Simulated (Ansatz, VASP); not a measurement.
## H: VASP beside Ansatz

```
H
1.0
     1.58495   -2.67107    0.00000
     1.58495    2.67107    0.00000
     0.00000    0.00000    6.08767
H
4
Direct
  0.64039 0.46161 0.02209
  0.46161 0.64039 0.97791
  0.35961 0.53839 0.52209
  0.53839 0.35961 0.47791
```

Alike in both runs: task single point; functional PBEsol; k mesh 8 × 8 × 4; occupations gaussian, width 0.02 eV; no spin polarisation.

|  | VASP | Ansatz |
| --- | --- | --- |
| version | VASP 6.6.1 | Ansatz 0.2.0 |
| potentials or method | VASP PAW PBE potentials, release 64 (H), cutoff 520 eV | scalar-relativistic, plane waves, PAW |
| valence electrons in the cell | 4 | 4 |

```csv
,VASP,Ansatz,Ansatz less VASP
gap on the k mesh at the Fermi level (eV),4.86,4.86,+0.001
least direct gap on the mesh (eV),4.86,4.86,+0.001
pressure (GPa),-8.1,-8.0,+0.11
"traceless stress, the component that is largest in VASP (GPa)",-14.65,-14.67,-0.023
rms of the force components (eV/Å),2.249,2.249,+0.0004
```

VASP's potentials were made for PBE, not for PBEsol. Atom by atom the forces differ by 0.000 eV/Å (rms over components). With one functional, cell and mesh, what is left measures potentials, basis and numerics.
